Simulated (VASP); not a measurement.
## CdI2: single point with PBE+D3(BJ)

The system is CdI2.

```
Cd I
1.0
     4.24400    0.00000    0.00000
    -2.12200    3.67541    0.00000
     0.00000    0.00000    7.03048
Cd I
1 2
Direct
  0.00000 0.00000 0.00000
  0.33333 0.66667 0.24920
  0.66667 0.33333 0.75080
```

This cell differs from its parent crystal: strain +0.000 along x and y, +0.025 along z.

```json
{"Program": "VASP 6.6.1", "Task": "single point", "Functional": "PBE", "Dispersion": "D3(BJ)", "Potentials or basis": "VASP PAW PBE potentials, release 64 (Cd, I)", "Cutoff": "500 eV", "k mesh": "9 × 9 × 4", "Occupations": "gaussian, width 0.05 eV", "Spin": "no spin polarisation"}
```

The pressure is -0.4 GPa. The largest force is 0.044 eV/Å, the band gap on the k mesh is 2.32 eV (least direct gap 2.53 eV) and the dispersion energy per atom is -0.324 eV.

Forces in eV/Å, atoms in the order of the input:
```
Cd   0.000  0.000  0.000
I    0.000  0.000 -0.044
I    0.000  0.000  0.044
```

Stress tensor (GPa, compression positive):
```
-0.28  0.00  0.00
 0.00 -0.28  0.00
 0.00  0.00 -0.70
```

Levels at points of the mesh, in eV from the valence-band top:
| k point | band 9 | band 10 | band 11 | band 12 | band 13 | band 14 | band 15 | band 16 | band 17 | band 18 |
| --- | --- | --- | --- | --- | --- | --- | --- | --- | --- | --- |
| (0.00, 0.00, 0.00) | -0.28 | -0.28 | -0.27 | -0.14 | -0.14 | 2.39 | 4.51 | 6.36 | 6.36 | 8.22 |
| (0.00, 0.00, 0.50) | -1.60 | -0.39 | -0.39 | -0.01 | -0.01 | 3.49 | 4.52 | 6.19 | 6.19 | 7.71 |

Wall time 27 s on 1 thread of Intel(R) Xeon(R) 6975P-C (Granite Rapids) (shared host), peak memory 0.27 GiB.

Caveat: the cell differs from its parent crystal (strain +0.000 along x and y, +0.025 along z); spin-orbit coupling is left out, which moves the levels of the heavy elements; an odd mesh through Γ misses points on the zone boundary, where band edges can lie.
